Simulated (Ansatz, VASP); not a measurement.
# Hf3TiO8: VASP beside Ansatz

File INCAR:

```
  PREC = Accurate
  ENCUT = 600
  EDIFF = 1E-6
  ISMEAR = -1
  SIGMA = 0.02
  LREAL = F
  LASPH = T
  NELM = 120
  ALGO = Normal
  ISIF = 2
  LWAVE = F
  LCHARG = T
  GGA = PE
  LVHAR = T
  NBANDS = 57
  GGA_COMPAT = F
  KPAR = 4
```

KPOINTS

```
Automatic mesh
0
Gamma
  6 6 6
```

The input POSCAR:

```
Hf3TiO8
1.0
    5.0628486650      0.0739858050      0.0549818716
    0.0750058817      5.0617475621      0.0565576230
   -0.8142765203      0.0439576579      5.2537453622
Hf Ti O
3 1 8
Direct
    0.2757064388      0.4608492905      0.7170711093
    0.7229333666      0.9620799934      0.7877600630
    0.7144729165      0.5387342055      0.2882301507
    0.2435537741      0.0365858521      0.1964653945
    0.4599073391      0.7321277126      0.9669944885
    0.5764517019      0.2794942049      0.5570204960
    0.5360646474      0.2343680667      0.0513266358
    0.4416187061      0.7861855861      0.4572197600
    0.0752741189      0.2956741576      0.3568461206
    0.9542295490      0.8054638647      0.1319635847
    0.9366444925      0.6881537280      0.6250945582
    0.0631429493      0.1802833379      0.8640076388
```

Input for Ansatz:

```yaml
crystal:
  lattice:
    - [5.062848665, 0.073985805, 0.0549818716]
    - [0.0750058817, 5.0617475621, 0.056557623]
    - [-0.8142765203, 0.0439576579, 5.2537453622]
  atoms:
    - { symbol: Hf, position: [0.2757064388, 0.4608492905, 0.7170711093] }
    - { symbol: Hf, position: [0.7229333666, 0.9620799934, 0.787760063] }
    - { symbol: Hf, position: [0.7144729165, 0.5387342055, 0.2882301507] }
    - { symbol: Ti, position: [0.2435537741, 0.0365858521, 0.1964653945] }
    - { symbol: O, position: [0.4599073391, 0.7321277126, 0.9669944885] }
    - { symbol: O, position: [0.5764517019, 0.2794942049, 0.557020496] }
    - { symbol: O, position: [0.5360646474, 0.2343680667, 0.0513266358] }
    - { symbol: O, position: [0.4416187061, 0.7861855861, 0.45721976] }
    - { symbol: O, position: [0.0752741189, 0.2956741576, 0.3568461206] }
    - { symbol: O, position: [0.954229549, 0.8054638647, 0.1319635847] }
    - { symbol: O, position: [0.9366444925, 0.688153728, 0.6250945582] }
    - { symbol: O, position: [0.0631429493, 0.1802833379, 0.8640076388] }
kpoints:
  mp_grid: { grid: [6, 6, 6] }
  band_path:
    path:
      - [[0.0, 0.0, 0.0], [7.696185622995e-19, 3.619958235661e-19, 0.5]]
      - [[2.504367718946e-17, -0.5, 3.782768994273e-17], [0.0, 0.0, 0.0], [0.5, -1.434619310701e-18, 1.219777749527e-16]]
      - [[0.5, 0.5, -0.5], [0.0, 0.0, 0.0], [0.5, 0.5, 8.321052645797e-17]]
      - [[0.5, -8.040507014791e-19, -0.5], [0.0, 0.0, 0.0], [-2.461743258509e-17, 0.5, 0.5]]
    npoints: 10
hamiltonian:
  xc: pbe
scf:
  occupations: { method: fermi_dirac, width: 0.02 }
  n_extra_bands: 7
output:
  forces: true
  stress: true
  eigenvalues: true
```

Alike in both runs: task single point; functional PBE; k mesh 6 × 6 × 6; occupations fermi-dirac, width 0.02 eV; no spin polarisation.

|  | VASP | Ansatz |
| --- | --- | --- |
| version | VASP 6.6.1 | Ansatz 0.2.0 |
| potentials or method | VASP PAW PBE potentials, release 64 (Hf_pv, Ti_sv, O) | plane waves, PAW |
| plane-wave cutoff (eV) | 600 | 420 |
| valence electrons in the cell | 90 | 138 |

VASP gave:

- gap on the k mesh at the Fermi level (eV): 3.14
- pressure (GPa): 3.0
- traceless stress, the component that is largest in VASP (GPa): -0.16
- rms of the force components (eV/Å): 0.075

**Question.** Which values does Ansatz return?

**Answer.** gap on the k mesh at the Fermi level (eV): 3.16; pressure (GPa): 5.5; traceless stress, the component that is largest in VASP (GPa): -0.11; rms of the force components (eV/Å): 0.042.

Atom by atom the forces differ by 0.076 eV/Å (rms over components). The functional is the same, so the differences come from potentials, cutoffs and numerics. VASP's potentials hold 90 valence electrons a cell and Ansatz's 138, so a difference there can come from the potentials and not from the codes.

Spin-orbit coupling is off throughout.
